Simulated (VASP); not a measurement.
# Mg2CdSe3 (P-3m1) in VASP: notebook, part 2 of 2

VASP 6.6.1. Earlier steps stand in the parts before.

## 3. Single point, PBE

This run uses another cell than the first one: it holds 12 atoms, not 6.

Contents of INCAR:

```
  PREC = Accurate
  ENCUT = 520
  EDIFF = 1E-7
  ISMEAR = 0
  SIGMA = 0.1
  LREAL = False
  LASPH = True
  NELM = 80
  ALGO = Normal
  ISIF = 2
  LWAVE = False
  LCHARG = True
  GGA = PE
  LELF = True
  LVHAR = True
  NBANDS = 46
```

Contents of KPOINTS:

```
Automatic mesh
0
Gamma
  6 6 1
```

Contents of POSCAR:

```
Mg2CdSe3
1.0
    3.9535401222      0.0000000289      0.0000000000
   -1.9767700861      3.4238661663      0.0000000000
    0.0000000000      0.0000000000     19.3716588000
Mg Cd Se
4 2 6
Direct
    0.3333333333      0.6666666667      0.3314040000
    0.3333333333      0.6666666667      0.8314040000
    0.6666666667      0.3333333333      0.1685960000
    0.6666666667      0.3333333333      0.6685960000
    0.0000000000      0.0000000000      0.0000000000
    0.0000000000      0.0000000000      0.5000000000
    0.0000000000      0.0000000000      0.2500000000
    0.0000000000      0.0000000000      0.7500000000
    0.3333333333      0.6666666667      0.0879065000
    0.3333333333      0.6666666667      0.5879065000
    0.6666666667      0.3333333333      0.4120935000
    0.6666666667      0.3333333333      0.9120935000
```

Potentials or basis: VASP PAW PBE potentials, release 64 (Mg, Cd, Se).

On the command line:

```bash
> cat potpaw_PBE.64/Mg/POTCAR potpaw_PBE.64/Cd/POTCAR potpaw_PBE.64/Se/POTCAR > POTCAR
> mpirun -np 1 vasp_std > vasp.out
```

OUTCAR:

```text
PREC = Accurate
   ENCUT = 520
   EDIFF = 1E-7
   ISMEAR = 0
   LREAL = False
   LASPH = True
   NELM = 80
   ISIF = 2
   GGA = PE

 ion  position               nearest neighbor table
   1  0.333  0.667  0.331-  11 2.77  11 2.77  11 2.77   7 2.77   7 2.77   7 2.77
   2  0.333  0.667  0.831-  12 2.77  12 2.77  12 2.77   8 2.77   8 2.77   8 2.77
   3  0.667  0.333  0.169-   9 2.77   9 2.77   9 2.77   7 2.77   7 2.77   7 2.77
   4  0.667  0.333  0.669-  10 2.77  10 2.77  10 2.77   8 2.77   8 2.77   8 2.77
   5  0.000  0.000  0.000-   9 2.85  12 2.85  12 2.85   9 2.85  12 2.85   9 2.85
   6  0.000  0.000  0.500-  10 2.85  11 2.85  11 2.85  10 2.85  11 2.85  10 2.85
   7  0.000  0.000  0.250-   1 2.77   3 2.77   3 2.77   1 2.77   3 2.77   1 2.77
   8  0.000  0.000  0.750-   2 2.77   4 2.77   4 2.77   2 2.77   4 2.77   2 2.77
   9  0.333  0.667  0.088-   3 2.77   3 2.77   3 2.77   5 2.85   5 2.85   5 2.85
  10  0.333  0.667  0.588-   4 2.77   4 2.77   4 2.77   6 2.85   6 2.85   6 2.85
  11  0.667  0.333  0.412-   1 2.77   1 2.77   1 2.77   6 2.85   6 2.85   6 2.85
  12  0.667  0.333  0.912-   2 2.77   2 2.77   2 2.77   5 2.85   5 2.85   5 2.85
[... 7 lines left out ...]
 A1 = (   3.9535401222,   0.0000000289,   0.0000000000)
 A2 = (  -1.9767700861,   3.4238661663,   0.0000000000)
 A3 = (   0.0000000000,   0.0000000000,  19.3716588000)

Analysis of symmetry for initial positions (statically):
=====================================================================
 Subroutine PRICEL returns following result:

  LATTYP: Found a hexagonal cell.
 ALAT       =     3.9535401222
 C/A-ratio  =     2.4499130148

  Lattice vectors:

 A1 = (   3.9535401222,   0.0000000289,   0.0000000000)
 A2 = (  -1.9767700861,   3.4238661663,   0.0000000000)
 A3 = (   0.0000000000,   0.0000000000,   9.6858294000)

   2 primitive cells build up your supercell.

 Routine SETGRP: Setting up the symmetry group for a
 hexagonal supercell.

 Subroutine GETGRP returns: Found 12 space group operations
 (whereof 12 operations were pure point group operations)
 out of a pool of 24 trial point group operations.

The static configuration has the point symmetry D_3d.

Analysis of symmetry for dynamics (positions and initial velocities):
=====================================================================
 Subroutine PRICEL returns following result:

  LATTYP: Found a hexagonal cell.
 ALAT       =     3.9535401222
 C/A-ratio  =     2.4499130148

  Lattice vectors:

 A1 = (   3.9535401222,   0.0000000289,   0.0000000000)
 A2 = (  -1.9767700861,   3.4238661663,   0.0000000000)
 A3 = (   0.0000000000,   0.0000000000,   9.6858294000)

   2 primitive cells build up your supercell.

 Routine SETGRP: Setting up the symmetry group for a
 hexagonal supercell.

 Subroutine GETGRP returns: Found 12 space group operations
 (whereof 12 operations were pure point group operations)
 out of a pool of 24 trial point group operations.

The dynamic configuration has the point symmetry D_3d.

 Subroutine INISYM returns: Found 12 space group operations
 (whereof 12 operations are pure point group operations),
 and found     2 'primitive' translations

----------------------------------------------------------------------------------------
[... 66 lines left out ...]
   number of dos      NEDOS =    301   number of ions     NIONS =     12
   total plane-waves  NPLWV = 129600
   dimension x,y,z NGX =    30 NGY =   30 NGZ =  144
   dimension x,y,z NGXF=    60 NGYF=   60 NGZF=  288
   ions per type =               4   2   6
   NGX,Y,Z   is equivalent  to a cutoff of  12.61, 12.61, 12.36 a.u.
   NGXF,Y,Z  is equivalent  to a cutoff of  25.23, 25.23, 24.72 a.u.
 SYSTEM =  unknown system
   PREC   = accura    normal or accurate (medium, high low for compatibility)
   ISTART =      0    job   : 0-new  1-cont  2-samecut
   ICHARG =      2    charge: 1-file 2-atom 10-const
   ISPIN  =      1    spin polarized calculation?
   LNONCOLLINEAR =      F non collinear calculations
   LSORBIT =      F    spin-orbit coupling
   LASPH  =      T    aspherical Exc in radial PAW
   ENCUT  =  520.0 eV  38.22 Ry    6.18 a.u.   7.35  7.35 36.02*2*pi/ulx,y,z
   NELM   =     80;   NELMIN=  2; NELMDL= -5     # of ELM steps
   EDIFF  = 0.1E-06   stopping-criterion for ELM
   LREAL  =      F    real-space projection
   EDIFFG = 0.1E-05   stopping-criterion for IOM
   NSW    =      0    number of steps for IOM
   IBRION =     -1    ionic relax: 0-MD 1-quasi-New 2-CG
   NFREE  =      0    steps in history (QN), initial steepest desc. (CG)
   ISIF   =      2    stress and relaxation
   ISYM   =      2    0-nonsym 1-usesym 2-fastsym
   POTIM  = 0.5000    time-step for ionic-motion
   TEBEG  =    0.0;   TEEND  =   0.0 temperature during run
   PSTRESS=    0.0 pullay stress
   NELECT =      68.0000    total number of electrons
   NUPDOWN=      -1.0000    fix difference up-down
   EMIN   =  10.00;   EMAX   =-10.00  energy-range for DOS
   EFERMI =   0.00;   METHOD = LEGACY
   ISMEAR =     0;   SIGMA  =   0.10  broadening in eV -4-tet -1-fermi 0-gaus
   EFERMI_NEDOS =   21; number of points for ismear=-14 and -15
   IALGO  =     38    algorithm
   IMIX   =      4    mixing-type and parameters
     AMIX     =   0.40;   BMIX     =  1.00
     AMIX_MAG =   1.60;   BMIX_MAG =  1.00
  volume/ion in A,a.u.               =      21.85       147.46
  Fermi-wavevector in a.u.,A,eV,Ry     =   1.043970  1.972817 14.828618  1.089873
  Thomas-Fermi vector in A             =   2.178702
   LORBIT       =      0    0 simple, 1 ext, 2 COOP (PROOUT), +10 PAW based schemes
   GGA     = PE    functional components
   LHFCALC =     F    Hartree Fock is set to
   AEXX    =    0.0000 exact exchange contribution
   IVDW    =     0    specifies the selected vdW correction
   LEPSILON=     F    determine dielectric tensor
   LRPA    =     F    only Hartree local field effects (RPA)
 non-spin polarized calculation
 Gauss-broadening in eV      SIGMA  =   0.10
  energy-cutoff  :      520.00
  volume of cell :      262.22
 maximum number of plane-waves:      7135
 NGX is ok and might be reduce to    30

 number of electron      67.9999983 magnetization

 Free energy of the ion-electron system (eV)
  ---------------------------------------------------
  ext. energy  EPLUGINS =         0.00000000
  ---------------------------------------------------
  free energy    TOTEN  =       -40.17852773 eV

  energy without entropy =      -40.17852773  energy(sigma->0) =      -40.17852773

 E-fermi :   3.1483     XC(G=0):  -9.5926

 val. band max:        2.7165185551   @ k =   0.0000   0.0000   0.0000
 cond. band min:       3.5747157751   @ k =   0.5000   0.0000   0.0000
 fundamental gap:      0.8581972199
 Fermi energy:         3.1482554435

 k-point     1 :       0.0000    0.0000    0.0000
  band No.  band energies     occupation
      1     -10.0842      2.00000
      2      -9.8826      2.00000
      3      -9.8648      2.00000
      4      -9.4168      2.00000
      5      -9.3387      2.00000
      6      -9.0748      2.00000
[... 332 lines left out ...]
     45       9.5321      0.00000
     46       9.5321      0.00000

------------------------ aborting loop because EDIFF is reached ----------------------------------------

  FORCE on cell =-STRESS in cart. coord.  units (eV):
  Direction    XX          YY          ZZ          XY          YZ          ZX
  --------------------------------------------------------------------------------------
  -------------------------------------------------------------------------------------
  Total        0.0833683      0.0833683      0.0407813      0.0000000      0.0000000      0.0000000
  in kB        0.5093801      0.5093801      0.2491735      0.0000000      0.0000000      0.0000000
  external PRESSURE =       0.4226445 kB  Pullay stress =       0.0000000 kB

 VOLUME and BASIS-vectors are now :
 -----------------------------------------------------------------------------
  energy-cutoff  :      520.00
  volume of cell :      262.22
      direct lattice vectors                 reciprocal lattice vectors
     3.953540122  0.000000029  0.000000000     0.252937865  0.146033747  0.000000000
    -1.976770086  3.423866166  0.000000000    -0.000000002  0.292067490  0.000000000
     0.000000000  0.000000000 19.371658800     0.000000000  0.000000000  0.051621805

 POSITION                                       TOTAL-FORCE (eV/Angst)
 -----------------------------------------------------------------------------------
     -0.00000      2.28258      6.41985         0.000000     -0.000000      0.002077
     -0.00000      2.28258     16.10567         0.000000     -0.000000      0.002077
      1.97677      1.14129      3.26598         0.000000      0.000000     -0.002077
      1.97677      1.14129     12.95181         0.000000     -0.000000     -0.002077
      0.00000      0.00000      0.00000         0.000000     -0.000000     -0.000000
      0.00000      0.00000      9.68583         0.000000     -0.000000     -0.000000
      0.00000      0.00000      4.84291         0.000000     -0.000000     -0.000000
      0.00000      0.00000     14.52874         0.000000     -0.000000     -0.000000
     -0.00000      2.28258      1.70289        -0.000000     -0.000000      0.042530
     -0.00000      2.28258     11.38872         0.000000     -0.000000      0.042530
      1.97677      1.14129      7.98293        -0.000000      0.000000     -0.042530
      1.97677      1.14129     17.66876        -0.000000     -0.000000     -0.042530
 -----------------------------------------------------------------------------------
    total drift:                                0.000000     -0.000000      0.000000

  FREE ENERGIE OF THE ION-ELECTRON SYSTEM (eV)
  ---------------------------------------------------
  free  energy   TOTEN  =       -40.1785277327 eV

  energy  without entropy=      -40.1785277326  energy(sigma->0) =      -40.17852773
```

It took 62 s on 1 thread of Intel Xeon 6975P-C (Granite Rapids), shared host; peak memory 0.38 GiB.

What came out:

| Property | Result |
| --- | --- |
| Free energy | -40.1785 eV |
| Pressure | 0.0 GPa |
| Largest force | 0.043 eV/Å |
| Band gap on the k mesh | 0.86 eV |

Forces on the atoms (eV/Å):
```
Mg   0.000  0.000  0.002
Mg   0.000  0.000  0.002
Mg   0.000  0.000 -0.002
Mg   0.000  0.000 -0.002
Cd   0.000  0.000  0.000
Cd   0.000  0.000  0.000
Se   0.000  0.000  0.000
Se   0.000  0.000  0.000
Se   0.000  0.000  0.043
Se   0.000  0.000  0.043
Se   0.000  0.000 -0.043
Se   0.000  0.000 -0.043
```
